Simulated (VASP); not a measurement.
# Sc (Cmmm) in VASP: single point with PBE

Aim: the single point of Sc with PBE.

All numbers are computed with VASP 6.6.1; they aren't measurements. Logs are shortened: lines on timing, memory, paths and dates and some standing lists are left out, and cuts for length are marked.

### 1 The cell of the first run

The typed cell holds 3 atoms: a = 5.291 Å, b = 5.291 Å, c = 3.332 Å, α = 90.00°, β = 90.00°, γ = 59.99°.

This isn't the form of Sc at room conditions, which is hcp.

### 2 Single point, PBE (26.93 Å³/atom)

The input, INCAR:

```
  ALGO = Fast
  EDIFF = 1E-7
  ENCUT = 520
  GGA = PE
  ISIF = 2
  ISMEAR = 0
  LASPH = True
  LCHARG = False
  LREAL = False
  LWAVE = False
  NBANDS = 24
  NELM = 100
  PREC = Accurate
  SIGMA = 0.1
```

The input, KPOINTS:

```
k-points
0
Gamma
  10 10 14
```

The input, POSCAR:

```
Sc
1.0
    4.5826424460     -2.6453026564      0.0024891148
    4.5826424460      2.6453026564      0.0024891148
   -0.0018034498      0.0000000000      3.3317412414
Sc
3
Direct
    0.3333432432      0.3333432432      0.9999993000
    0.0000000000      0.0000000000      0.5000000000
    0.6666567568      0.6666567568      0.0000007000
```

Potentials or basis: VASP PAW PBE potentials, release 64 (Sc_sv).

Launch:

```bash
cat potpaw_PBE.64/Sc_sv/POTCAR > POTCAR
mpirun -np 1 vasp_std > vasp.out
```

OUTCAR:

```text
EDIFF = 1E-7
   ENCUT = 520
   GGA = PE
   ISIF = 2
   ISMEAR = 0
   LASPH = True
   LREAL = False
   NELM = 100
   PREC = Accurate

 ion  position               nearest neighbor table
   1  0.333  0.333  1.000-   3 3.05   3 3.05   3 3.05
   2  0.000  0.000  0.500-
   3  0.667  0.667  0.000-   1 3.05   1 3.05   1 3.05

  LATTYP: Found a base centered orthorhombic cell.
 ALAT       =     5.2906053128
 B/A-ratio  =     1.7323700602
 C/A-ratio  =     0.6297467931

  Lattice vectors:

 A1 = (  -4.5826424460,  -2.6453026564,  -0.0024891148)
 A2 = (   4.5826424460,  -2.6453026564,   0.0024891148)
 A3 = (  -0.0018034498,   0.0000000000,   3.3317412414)

Analysis of symmetry for initial positions (statically):
=====================================================================
 Subroutine PRICEL returns:
 Original cell was already a primitive cell.

 Routine SETGRP: Setting up the symmetry group for a
 base centered orthorhombic supercell.

 Subroutine GETGRP returns: Found  8 space group operations
 (whereof  8 operations were pure point group operations)
 out of a pool of  8 trial point group operations.

The static configuration has the point symmetry D_2h.

Analysis of symmetry for dynamics (positions and initial velocities):
=====================================================================
 Subroutine PRICEL returns:
 Original cell was already a primitive cell.

 Routine SETGRP: Setting up the symmetry group for a
 base centered orthorhombic supercell.

 Subroutine GETGRP returns: Found  8 space group operations
 (whereof  8 operations were pure point group operations)
 out of a pool of  8 trial point group operations.

The dynamic configuration has the point symmetry D_2h.

 Subroutine INISYM returns: Found  8 space group operations
 (whereof  8 operations are pure point group operations),
 and found     1 'primitive' translations

----------------------------------------------------------------------------------------

                                     Primitive cell

  volume of cell :      80.7779

  direct lattice vectors                    reciprocal lattice vectors
     4.582642446 -2.645302656  0.002489115     0.109107324 -0.189014289  0.000059059
     4.582642446  2.645302656  0.002489115     0.109107324  0.189014289  0.000059059
    -0.001803450  0.000000000  3.331741241    -0.000163026  0.000000000  0.300143269

  length of vectors
     5.291336705  5.291336705  3.331741729     0.218244846  0.218244846  0.300143313

  position of ions in fractional coordinates (direct lattice)
     0.333343243  0.333343243  0.999999300
     1.000000000  1.000000000  0.500000000
     0.666656757  0.666656757  0.000000700

  ion indices of the primitive-cell ions
   primitive index   ion index
                 1           1
                 2           2
                 3           3

----------------------------------------------------------------------------------------

 KPOINTS: k-points

Automatic generation of k-mesh.
 Grid dimensions read from file:
 generate k-points for:   10   10   14

 Generating k-lattice:

  Cartesian coordinates                     Fractional coordinates (reciprocal lattice)
     0.010910732 -0.018901429  0.000005906     0.100000000  0.000000000  0.000000000
     0.010910732  0.018901429  0.000005906     0.000000000  0.100000000  0.000000000
    -0.000011645  0.000000000  0.021438805    -0.000000000 -0.000000000  0.071428571

  Length of vectors
     0.021824485  0.021824485  0.021438808

  Shift w.r.t. Gamma in fractional coordinates (k-lattice)
     0.000000000  0.000000000  0.000000000

 Subroutine IBZKPT returns following result:
 ===========================================

 Found    248 irreducible k-points:

 Following reciprocal coordinates:
            Coordinates               Weight
  0.000000  0.000000  0.000000      1.000000
  0.100000 -0.000000  0.000000      4.000000
  0.200000 -0.000000  0.000000      4.000000
  0.300000 -0.000000 -0.000000      4.000000
  0.400000 -0.000000  0.000000      4.000000
  0.500000 -0.000000  0.000000      2.000000
[... 16 lines left out ...]
  0.300000  0.300000 -0.000000      2.000000
  0.400000  0.300000  0.000000      4.000000
 [... further k-points ...]
   k-points           NKPTS =    248   k-points in BZ     NKDIM =    248   number of bands    NBANDS=     24
   number of dos      NEDOS =    301   number of ions     NIONS =      3
   total plane-waves  NPLWV =  44800
   dimension x,y,z NGX =    40 NGY =   40 NGZ =   28
   dimension x,y,z NGXF=    80 NGYF=   80 NGZF=   56
   ions per type =               3
   NGX,Y,Z   is equivalent  to a cutoff of  12.57, 12.57, 13.97 a.u.
   NGXF,Y,Z  is equivalent  to a cutoff of  25.13, 25.13, 27.94 a.u.
 SYSTEM =  unknown system
   PREC   = accura    normal or accurate (medium, high low for compatibility)
   ISTART =      0    job   : 0-new  1-cont  2-samecut
   ICHARG =      2    charge: 1-file 2-atom 10-const
   ISPIN  =      1    spin polarized calculation?
   LNONCOLLINEAR =      F non collinear calculations
   LSORBIT =      F    spin-orbit coupling
   LASPH  =      T    aspherical Exc in radial PAW
   ENCUT  =  520.0 eV  38.22 Ry    6.18 a.u.   9.84  9.84  6.19*2*pi/ulx,y,z
   NELM   =    100;   NELMIN=  2; NELMDL= -5     # of ELM steps
   EDIFF  = 0.1E-06   stopping-criterion for ELM
   LREAL  =      F    real-space projection
   EDIFFG = 0.1E-05   stopping-criterion for IOM
   NSW    =      0    number of steps for IOM
   IBRION =     -1    ionic relax: 0-MD 1-quasi-New 2-CG
   NFREE  =      0    steps in history (QN), initial steepest desc. (CG)
   ISIF   =      2    stress and relaxation
   ISYM   =      2    0-nonsym 1-usesym 2-fastsym
   POTIM  = 0.5000    time-step for ionic-motion
   TEBEG  =    0.0;   TEEND  =   0.0 temperature during run
   PSTRESS=    0.0 pullay stress
   NELECT =      33.0000    total number of electrons
   NUPDOWN=      -1.0000    fix difference up-down
   EMIN   =  10.00;   EMAX   =-10.00  energy-range for DOS
   EFERMI =   0.00;   METHOD = LEGACY
   ISMEAR =     0;   SIGMA  =   0.10  broadening in eV -4-tet -1-fermi 0-gaus
   EFERMI_NEDOS =   21; number of points for ismear=-14 and -15
   IALGO  =     68    algorithm
   IMIX   =      4    mixing-type and parameters
     AMIX     =   0.40;   BMIX     =  1.00
     AMIX_MAG =   1.60;   BMIX_MAG =  1.00
  volume/ion in A,a.u.               =      26.93       181.71
  Fermi-wavevector in a.u.,A,eV,Ry     =   1.214736  2.295518 20.076533  1.475584
  Thomas-Fermi vector in A             =   2.350146
   LORBIT       =      0    0 simple, 1 ext, 2 COOP (PROOUT), +10 PAW based schemes
   GGA     = PE    functional components
   LHFCALC =     F    Hartree Fock is set to
   AEXX    =    0.0000 exact exchange contribution
   IVDW    =     0    specifies the selected vdW correction
   LEPSILON=     F    determine dielectric tensor
   LRPA    =     F    only Hartree local field effects (RPA)
 non-spin polarized calculation
 RMM-DIIS sequential band-by-band and
 Gauss-broadening in eV      SIGMA  =   0.10
  energy-cutoff  :      520.00
  volume of cell :       80.78
 maximum number of plane-waves:      2192
   NGX = 19   NGY = 19   NGZ = 13

 number of electron      33.0000003 magnetization

 Free energy of the ion-electron system (eV)
  ---------------------------------------------------
  ext. energy  EPLUGINS =         0.00000000
  ---------------------------------------------------
  free energy    TOTEN  =       -18.48243174 eV

  energy without entropy =      -18.44827857  energy(sigma->0) =      -18.46535515

 E-fermi :   3.1364     XC(G=0):  -9.5261

 val. band max:        3.1356022935   @ k =   0.3000   0.1000   0.2143
 cond. band min:       3.1416588309   @ k =   0.2000  -0.0000   0.0000
 fundamental gap:      0.0060565374
 Fermi energy:         3.1363511440

 k-point     1 :       0.0000    0.0000    0.0000
  band No.  band energies     occupation
      1     -46.5293      2.00000
      2     -46.4872      2.00000
      3     -46.4331      2.00000
      4     -25.2187      2.00000
      5     -25.2187      2.00000
      6     -25.1655      2.00000
[... 16 lines left out ...]
     23       5.2910      0.00000
     24       5.2955      0.00000

 k-point     2 :       0.1000   -0.0000    0.0000
  band No.  band energies     occupation
      1     -46.5283      2.00000
      2     -46.4868      2.00000
      3     -46.4345      2.00000
      4     -25.2320      2.00000
      5     -25.2256      2.00000
      6     -25.1516      2.00000
[... 16 lines left out ...]
     23       5.1080      0.00000
     24       5.1403      0.00000

 k-point     3 :       0.2000   -0.0000    0.0000
  band No.  band energies     occupation
      1     -46.5257      2.00000
      2     -46.4854      2.00000
      3     -46.4386      2.00000
      4     -25.2543      2.00000
      5     -25.2296      2.00000
      6     -25.1278      2.00000
[... 16 lines left out ...]
     23       5.0346      0.00000
     24       5.2357      0.00000

 k-point     4 :       0.3000   -0.0000   -0.0000
  band No.  band energies     occupation
      1     -46.5227      2.00000
      2     -46.4826      2.00000
      3     -46.4445      2.00000
      4     -25.2736      2.00000
      5     -25.2190      2.00000
      6     -25.1063      2.00000
[... 16 lines left out ...]
     23       5.0398      0.00000
     24       5.4965      0.00000

 k-point     5 :       0.4000   -0.0000    0.0000
  band No.  band energies     occupation
      1     -46.5204      2.00000
      2     -46.4786      2.00000
      3     -46.4509      2.00000
      4     -25.2863      2.00000
      5     -25.1929      2.00000
      6     -25.1174      2.00000
[... 16 lines left out ...]
     23       5.1511      0.00000
     24       5.6634      0.00000

 k-point     6 :       0.5000   -0.0000    0.0000
  band No.  band energies     occupation
      1     -46.5195      2.00000
      2     -46.4762      2.00000
      3     -46.4541      2.00000
      4     -25.2907      2.00000
      5     -25.1581      2.00000
      6     -25.1523      2.00000
[... 16 lines left out ...]
     23       5.3443      0.00000
     24       5.3752      0.00000
[... 379 lines left out ...]
 k-point    21 :      -0.3000    0.2000    0.0000
  band No.  band energies     occupation
      1     -46.5198      2.00000
      2     -46.4754      2.00000
      3     -46.4546      2.00000
      4     -25.2662      2.00000
      5     -25.2118      2.00000
      6     -25.1375      2.00000
[... 16 lines left out ...]
     23       5.0129      0.00000
     24       5.4940      0.00000

 k-point    22 :      -0.2000    0.2000    0.0000
  band No.  band energies     occupation
      1     -46.5214      2.00000
      2     -46.4803      2.00000
      3     -46.4480      2.00000
      4     -25.2636      2.00000
      5     -25.2304      2.00000
      6     -25.1147      2.00000
[... 16 lines left out ...]
     23       4.9060      0.00000
     24       5.6858      0.00000

 k-point    23 :       0.3000    0.3000   -0.0000
  band No.  band energies     occupation
      1     -46.5227      2.00000
      2     -46.4826      2.00000
      3     -46.4445      2.00000
      4     -25.2736      2.00000
      5     -25.2189      2.00000
      6     -25.1063      2.00000
[... 16 lines left out ...]
     23       5.0403      0.00000
     24       5.4923      0.00000

 k-point    24 :       0.4000    0.3000    0.0000
  band No.  band energies     occupation
      1     -46.5211      2.00000
      2     -46.4799      2.00000
      3     -46.4487      2.00000
      4     -25.2757      2.00000
      5     -25.2138      2.00000
      6     -25.1134      2.00000
[... 16 lines left out ...]
     23       5.0410      0.00000
     24       5.6710      0.00000

 [... further k-points ...]

------------------------ aborting loop because EDIFF is reached ----------------------------------------

  FORCE on cell =-STRESS in cart. coord.  units (eV):
  Direction    XX          YY          ZZ          XY          YZ          ZX
  --------------------------------------------------------------------------------------
  -------------------------------------------------------------------------------------
  Total       -2.1693586     -2.1664154     -2.1647686      0.0000000      0.0000000     -0.0000065
  in kB      -43.0278056    -42.9694302    -42.9367669      0.0000000      0.0000000     -0.0001297
  external PRESSURE =     -42.9780009 kB  Pullay stress =       0.0000000 kB

 VOLUME and BASIS-vectors are now :
 -----------------------------------------------------------------------------
  energy-cutoff  :      520.00
  volume of cell :       80.78
      direct lattice vectors                 reciprocal lattice vectors
     4.582642446 -2.645302656  0.002489115     0.109107324 -0.189014289  0.000059059
     4.582642446  2.645302656  0.002489115     0.109107324  0.189014289  0.000059059
    -0.001803450  0.000000000  3.331741241    -0.000163026  0.000000000  0.300143269

 POSITION                                       TOTAL-FORCE (eV/Angst)
 -----------------------------------------------------------------------------------
      3.05338      0.00000      3.33340        -0.000208      0.000000     -0.000000
     -0.00090      0.00000      1.66587        -0.000000      0.000000      0.000000
      6.11010      0.00000      0.00332         0.000208      0.000000      0.000000
 -----------------------------------------------------------------------------------
    total drift:                               -0.000000     -0.000000      0.000000

  FREE ENERGIE OF THE ION-ELECTRON SYSTEM (eV)
  ---------------------------------------------------
  free  energy   TOTEN  =       -18.4824317358 eV

  energy  without entropy=      -18.4482785702  energy(sigma->0) =      -18.46535515
```

Wall time 4.7 min (1 thread of Intel Xeon 6975P-C (Granite Rapids), shared host); peak memory 0.47 GiB.

Results:

| Property | Result |
| --- | --- |
| Free energy | -18.4824 eV |
| Pressure | -4.3 GPa |
| Band gap on the k mesh | zero (an odd number of electrons rules out a gap without spin polarisation) |

Caveat: the cell stands under tension.
